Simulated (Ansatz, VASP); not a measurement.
# One calculation of AlN, two programs

```
CELL_PARAMETERS angstrom
3.14632 0.00000 0.00000
-1.57316 2.72479 0.00000
0.00000 0.00000 5.04857
ATOMIC_POSITIONS crystal
Al 0.66667 0.33333 0.49937
Al 0.33333 0.66667 0.99937
N 0.66667 0.33333 0.88063
N 0.33333 0.66667 0.38063
```

Alike in both runs: task single point; functional PBE; k mesh 12 × 12 × 6; occupations gaussian, width 0.02 eV; no spin polarisation.

|  | VASP | Ansatz |
| --- | --- | --- |
| version | VASP 6.6.1 | Ansatz 0.2.0 |
| potentials or method | VASP PAW PBE potentials, release 64 (Al, N), cutoff 520 eV | scalar-relativistic, plane waves, PAW |
| valence electrons in the cell | 16 | 16 |

|  | VASP | Ansatz | Ansatz less VASP |
| --- | --- | --- | --- |
| gap on the k mesh at the Fermi level (eV) | 3.91 | 3.90 | -0.009 |
| least direct gap on the mesh (eV) | 3.91 | 3.90 | -0.009 |
| pressure (GPa) | -3.3 | -3.0 | +0.26 |
| traceless stress, the component that is largest in VASP (GPa) | 0.05 | 0.01 | -0.037 |
